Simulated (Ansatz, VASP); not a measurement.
## Ti in VASP and in Ansatz

```
CELL_PARAMETERS angstrom
-1.62999 1.62999 1.62999
1.62999 -1.62999 1.62999
1.62999 1.62999 -1.62999
ATOMIC_POSITIONS crystal
Ti 0.00000 0.00000 0.00000
```

Change from the starting cell: volume scaled by 0.98.

Alike in both runs: task single point; functional PBE; k mesh 11 × 11 × 11; occupations fermi-dirac, width 0.05 eV; no spin polarisation.

```csv
,VASP,Ansatz
version,VASP 6.6.1,Ansatz 0.2.0
potentials or method,"VASP PAW PBE potentials, release 64 (Ti_sv), cutoff 520 eV","all-electron LAPW, scalar-relativistic"
```

```tsv
	VASP	Ansatz	Ansatz less VASP
gap on the k mesh at the Fermi level (eV)	none	none	-
pressure (GPa)	-0.7	-0.5	+0.25
```

A gap of «none» marks a metal or a gap that the smearing closes. Ansatz ran all-electron here, and VASP with PAW potentials.
